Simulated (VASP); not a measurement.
# PbSe (Cmcm) in VASP: a series of runs

The runs below take PbSe through single point, with PBE+D3(BJ).

All numbers are computed with VASP 6.6.1; they aren't measurements. Logs are shortened: lines on timing, memory, paths and dates and some standing lists are left out, and cuts for length are marked.

## 1. The cell of the first run

The structure is orthorhombic, space group Cmcm (No. 63). The conventional cell has a = 4.439 Å, b = 12.636 Å, c = 4.584 Å, α = 90.00°, β = 90.00°, γ = 90.00°. Pb (site symmetry m2m) has 5 Se at 2.90 to 3.19 Å within 3.8 Å. Se (site symmetry m2m) has 5 Pb at 2.90 to 3.19 Å within 3.8 Å.

## 2. Single point, PBE+D3(BJ) (strain +0.030 along x and y, +0.030 along z)

INCAR

```
SYSTEM = PbSe
PREC = Accurate
ENCUT = 520
EDIFF = 1E-6
ISMEAR = 0
SIGMA = 0.05
LREAL = .False.
LASPH = .True.
NELM = 80
ALGO = Normal
ISIF = 2
LWAVE = .False.
LCHARG = .True.
GGA = PE
IVDW = 12
LELF = .True.
LVHAR = .True.
NBANDS = 28
```

KPOINTS

```
Automatic mesh
0
Gamma
  8 8 6
  0 0 0
```

POSCAR

```
PbSe
1.0
    2.2195228877     -6.3179657705      0.0000000000
    2.2195228877      6.3179657705      0.0000000000
    0.0000000000      0.0000000000      4.5840083771
Pb Se
2 2
Direct
    0.6317607300      0.3682392700      0.7500000000
    0.3682392700      0.6317607300      0.2500000000
    0.8612899600      0.1387100400      0.7500000000
    0.1387100400      0.8612899600      0.2500000000
```

Potentials or basis: VASP PAW PBE potentials, release 64 (Pb_d, Se).

On the command line:

```console
$ cat potpaw_PBE.64/Pb_d/POTCAR potpaw_PBE.64/Se/POTCAR > POTCAR
$ mpirun -np 1 vasp_std > vasp.out
```

OUTCAR:

```text
SYSTEM = PbSe
   PREC = Accurate
   ENCUT = 520
   EDIFF = 1E-6
   ISMEAR = 0
   LREAL = .False.
   LASPH = .True.
   NELM = 80
   ISIF = 2
   GGA = PE
   IVDW = 12
 IVDW          = 12

 ion  position               nearest neighbor table
   1  0.632  0.368  0.750-   3 2.90   4 3.19   4 3.19   4 3.19   4 3.19   2 4.04   2 4.04
   2  0.368  0.632  0.250-   4 2.90   3 3.19   3 3.19   3 3.19   3 3.19   1 4.04   1 4.04
   3  0.861  0.139  0.750-   1 2.90   2 3.19   2 3.19   2 3.19   2 3.19
   4  0.139  0.861  0.250-   2 2.90   1 3.19   1 3.19   1 3.19   1 3.19

  LATTYP: Found a base centered orthorhombic cell.
 ALAT       =     4.4390457754
 B/A-ratio  =     2.8465422932
 C/A-ratio  =     1.0326562530

  Lattice vectors:

 A1 = (   2.2195228877,  -6.3179657705,   0.0000000000)
 A2 = (   2.2195228877,   6.3179657705,   0.0000000000)
 A3 = (   0.0000000000,   0.0000000000,   4.5840083771)

Analysis of symmetry for initial positions (statically):
=====================================================================
 Subroutine PRICEL returns:
 Original cell was already a primitive cell.

 Routine SETGRP: Setting up the symmetry group for a
 base centered orthorhombic supercell.

 Subroutine GETGRP returns: Found  8 space group operations
 (whereof  4 operations were pure point group operations)
 out of a pool of  8 trial point group operations.

The static configuration has the point symmetry C_2h.
 The point group associated with its full space group is D_2h.

Analysis of symmetry for dynamics (positions and initial velocities):
=====================================================================
 Subroutine PRICEL returns:
 Original cell was already a primitive cell.

 Routine SETGRP: Setting up the symmetry group for a
 base centered orthorhombic supercell.

 Subroutine GETGRP returns: Found  8 space group operations
 (whereof  4 operations were pure point group operations)
 out of a pool of  8 trial point group operations.

The dynamic configuration has the point symmetry C_2h.
 The point group associated with its full space group is D_2h.

 Subroutine INISYM returns: Found  8 space group operations
 (whereof  4 operations are pure point group operations),
 and found     1 'primitive' translations

----------------------------------------------------------------------------------------

[... 95 lines left out ...]
   NELM   =     80;   NELMIN=  2; NELMDL= -5     # of ELM steps
   EDIFF  = 0.1E-05   stopping-criterion for ELM
   LREAL  =      F    real-space projection
   EDIFFG = 0.1E-04   stopping-criterion for IOM
   NSW    =      0    number of steps for IOM
   IBRION =     -1    ionic relax: 0-MD 1-quasi-New 2-CG
   NFREE  =      0    steps in history (QN), initial steepest desc. (CG)
   ISIF   =      2    stress and relaxation
   ISYM   =      2    0-nonsym 1-usesym 2-fastsym
   POTIM  = 0.5000    time-step for ionic-motion
   TEBEG  =    0.0;   TEEND  =   0.0 temperature during run
   PSTRESS=    0.0 pullay stress
   NELECT =      40.0000    total number of electrons
   NUPDOWN=      -1.0000    fix difference up-down
   EMIN   =  10.00;   EMAX   =-10.00  energy-range for DOS
   EFERMI =   0.00;   METHOD = LEGACY
   ISMEAR =     0;   SIGMA  =   0.05  broadening in eV -4-tet -1-fermi 0-gaus
   EFERMI_NEDOS =   21; number of points for ismear=-14 and -15
   IALGO  =     38    algorithm
   IMIX   =      4    mixing-type and parameters
     AMIX     =   0.40;   BMIX     =  1.00
     AMIX_MAG =   1.60;   BMIX_MAG =  1.00
  volume/ion in A,a.u.               =      32.14       216.89
  Fermi-wavevector in a.u.,A,eV,Ry     =   1.109321  2.096314 16.743248  1.230594
  Thomas-Fermi vector in A             =   2.245860
   LORBIT       =      0    0 simple, 1 ext, 2 COOP (PROOUT), +10 PAW based schemes
   GGA     = PE    functional components
   LHFCALC =     F    Hartree Fock is set to
   AEXX    =    0.0000 exact exchange contribution
   IVDW    =    12    specifies the selected vdW correction
   LEPSILON=     F    determine dielectric tensor
   LRPA    =     F    only Hartree local field effects (RPA)
 non-spin polarized calculation
 Gauss-broadening in eV      SIGMA  =   0.05
  energy-cutoff  :      520.00
  volume of cell :      128.56
 maximum number of plane-waves:      3487
 NGX is ok and might be reduce to    50
   NGX = 25   NGY = 25   NGZ = 17

 number of electron      40.0000003 magnetization

 Free energy of the ion-electron system (eV)
  ---------------------------------------------------
  ext. energy  EPLUGINS =         0.00000000
  ---------------------------------------------------
  free energy    TOTEN  =       -16.12816818 eV

  energy without entropy =      -16.12816818  energy(sigma->0) =      -16.12816818

 E-fermi :   3.5987     XC(G=0):  -9.0226

 val. band max:        3.3294006807   @ k =   0.2500   0.1250   0.0000
 cond. band min:       4.5183876372   @ k =   0.2500   0.2500   0.0000
 fundamental gap:      1.1889869565
 Fermi energy:         3.5986611936

 k-point     1 :       0.0000    0.0000    0.0000
  band No.  band energies     occupation
      1     -13.0473      2.00000
      2     -13.0091      2.00000
      3     -13.0069      2.00000
      4     -13.0012      2.00000
      5     -12.9866      2.00000
      6     -12.9813      2.00000
[... 733 lines left out ...]
     27      10.3733      0.00000
     28      10.7658      0.00000

 [... further k-points ...]

------------------------ aborting loop because EDIFF is reached ----------------------------------------

 Edisp (eV)   -1.37189

 E8    (eV) :    -0.6437

  FORCE on cell =-STRESS in cart. coord.  units (eV):
  Direction    XX          YY          ZZ          XY          YZ          ZX
  --------------------------------------------------------------------------------------
  -------------------------------------------------------------------------------------
  Total      -1.63132    -2.09189    -1.42557     0.00000     0.00000     0.00000
  in kB     -20.33005   -26.06980   -17.76594     0.00000     0.00000     0.00000
  external pressure =      -21.39 kB  Pullay stress =        0.00 kB

 VOLUME and BASIS-vectors are now :
 -----------------------------------------------------------------------------
  energy-cutoff  :      520.00
  volume of cell :      128.56
      direct lattice vectors                 reciprocal lattice vectors
     2.219522888 -6.317965770  0.000000000     0.225273640 -0.079139397  0.000000000
     2.219522888  6.317965770  0.000000000     0.225273640  0.079139397  0.000000000
     0.000000000  0.000000000  4.584008377     0.000000000  0.000000000  0.218149689

 POSITION                                       TOTAL-FORCE (eV/Angst)
 -----------------------------------------------------------------------------------
      2.21952     -1.66492      3.43801         0.000000     -0.276379      0.000000
      2.21952      1.66492      1.14600         0.000000      0.276379     -0.000000
      2.21952     -4.56524      3.43801         0.000000      0.108579      0.000000
      2.21952      4.56524      1.14600         0.000000     -0.108579      0.000000
 -----------------------------------------------------------------------------------
    total drift:                               -0.000000     -0.000000     -0.000000

  FREE ENERGIE OF THE ION-ELECTRON SYSTEM (eV)
  ---------------------------------------------------
  free  energy   TOTEN  =       -17.5000610098 eV

  energy  without entropy=      -17.5000610098  energy(sigma->0) =      -17.50006101
```

OSZICAR:

```text
N       E                     dE             d eps       ncg     rms          rms(c)
DAV:   1     0.404071227964E+03    0.40407E+03   -0.18572E+04  4704   0.146E+03
DAV:   2     0.272845881839E+02   -0.37679E+03   -0.36614E+03  4780   0.382E+02
DAV:   3    -0.150024039219E+02   -0.42287E+02   -0.41366E+02  6100   0.146E+02
DAV:   4    -0.168519474785E+02   -0.18495E+01   -0.18436E+01  5440   0.334E+01
DAV:   5    -0.169176874471E+02   -0.65740E-01   -0.65735E-01  6060   0.671E+00    0.391E+00
DAV:   6    -0.161269396370E+02    0.79075E+00   -0.18898E+00  6516   0.767E+00    0.199E+00
DAV:   7    -0.161244331237E+02    0.25065E-02   -0.33324E-01  5176   0.227E+00    0.124E+00
DAV:   8    -0.161310994999E+02   -0.66664E-02   -0.47578E-02  5824   0.177E+00    0.361E-01
DAV:   9    -0.161279036048E+02    0.31959E-02   -0.10936E-02  6560   0.776E-01    0.119E-01
DAV:  10    -0.161281231430E+02   -0.21954E-03   -0.11346E-03  5776   0.156E-01    0.358E-02
DAV:  11    -0.161281671978E+02   -0.44055E-04   -0.74453E-05  5276   0.630E-02    0.886E-03
DAV:  12    -0.161281681781E+02   -0.98028E-06   -0.85839E-06  5280   0.161E-02
   1 F= -.17500061E+02 E0= -.17500061E+02  d E =-.753485E-16
```

It took 3.8 min on 1 thread of AMD EPYC 7R13 (Zen 3), shared host; peak memory 0.43 GiB.

Results:

| Item | Value |
| --- | --- |
| Free energy | -17.5001 eV |
| Pressure | -2.1 GPa |
| Largest force | 0.276 eV/Å |
| Band gap on the k mesh | 1.19 eV (least direct gap 1.28 eV) |
| Dispersion energy per atom | -0.343 eV |

Forces on the atoms (eV/Å):
```
Pb   0.000 -0.276  0.000
Pb   0.000  0.276  0.000
Se   0.000  0.109  0.000
Se   0.000 -0.109  0.000
```

Levels at points of the mesh, in eV from the valence-band top:
```
           k point  band 16  band 17  band 18  band 19  band 20  band 21  band 22  band 23  band 24  band 25
(0.00, 0.00, 0.00)    -2.35    -1.76    -1.21    -0.99    -0.24     4.31     4.49     4.61     5.03     5.04
(0.50, 0.00, 0.00)    -1.49    -0.91    -0.66    -0.42    -0.16     1.55     1.71     1.96     2.62     2.74
(0.50, 0.50, 0.00)    -2.00    -1.48    -1.44    -0.81    -0.41     1.25     4.13     4.34     4.69     4.87
(0.00, 0.00, 0.50)    -2.17    -0.63    -0.63    -0.02    -0.02     1.62     1.62     2.44     2.44     4.61
(0.50, 0.00, 0.50)    -3.51    -2.55    -2.55    -1.02    -1.02     3.18     3.18     5.13     5.13     5.87
(0.50, 0.50, 0.50)    -0.76    -0.74    -0.74    -0.28    -0.28     1.26     1.26     2.81     2.81     3.15
```

Caveat: the cell differs from its parent crystal (strain +0.030 along x and y, +0.030 along z); spin-orbit coupling is left out, which moves the levels of the heavy elements. A k mesh can miss the band edges.

## 3. Single point, PBE+D3(BJ) (strain -0.030 along x and y, -0.030 along z)

INCAR

```
SYSTEM = PbSe
  ALGO = Normal
  EDIFF = 1E-7
  ENCUT = 520
  GGA = PE
  ISIF = 2
  ISMEAR = 0
  IVDW = 12
  LASPH = .TRUE.
  LCHARG = .TRUE.
  LELF = .TRUE.
  LREAL = .FALSE.
  LVHAR = .TRUE.
  LWAVE = .FALSE.
  NBANDS = 28
  NELM = 100
  PREC = Accurate
  SIGMA = 0.05
```

KPOINTS

```
k-points
0
G
  8 8 6
  0 0 0
```

POSCAR

```
PbSe
1.0
    2.0902302923     -5.9499289295      0.0000000000
    2.0902302923      5.9499289295      0.0000000000
    0.0000000000      0.0000000000      4.3169787629
Pb Se
2 2
Direct
    0.6317607300      0.3682392700      0.7500000000
    0.3682392700      0.6317607300      0.2500000000
    0.8612899600      0.1387100400      0.7500000000
    0.1387100400      0.8612899600      0.2500000000
```

Potentials or basis: VASP PAW PBE potentials, release 64 (Pb_d, Se).

On the command line:

```console
$ cat potpaw_PBE.64/Pb_d/POTCAR potpaw_PBE.64/Se/POTCAR > POTCAR
$ mpirun -np 1 vasp_std > vasp.out
```

Run time: 3.8 min. Hardware: 1 thread of Intel Xeon Platinum 8488C (Sapphire Rapids), shared host; peak memory 0.4 GiB.

Results (log left out):

* Free energy: -17.5383 eV
* Pressure: 4.2 GPa
* Largest force: 0.640 eV/Å
* Band gap on the k mesh: 0.90 eV (least direct gap 1.06 eV)
* Dispersion energy per atom: -0.395 eV

Forces in eV/Å, atoms in the order of the input:
```
Pb   0.000  0.640  0.000
Pb   0.000 -0.640  0.000
Se   0.000 -0.531  0.000
Se   0.000  0.531  0.000
```

Levels at points of the mesh, in eV from the valence-band top:
```tsv
k point	band 18	band 19	band 20	band 21	band 22	band 23
(0.00, 0.00, 0.00)	-1.94	-1.65	-0.59	4.22	4.56	4.86
(0.50, 0.00, 0.00)	-1.22	-0.52	-0.36	1.49	1.53	1.73
(0.50, 0.50, 0.00)	-1.98	-1.43	-0.78	1.02	4.30	4.42
(0.00, 0.00, 0.50)	-1.17	-0.05	-0.05	1.44	1.44	2.25
(0.50, 0.00, 0.50)	-3.62	-1.57	-1.57	3.11	3.11	5.74
(0.50, 0.50, 0.50)	-1.24	-0.53	-0.53	1.43	1.43	2.80
```

Caveat: the cell differs from its parent crystal (strain -0.030 along x and y, -0.030 along z); the cell stands under pressure; spin-orbit coupling is left out, which moves the levels of the heavy elements. A k mesh can miss the band edges.
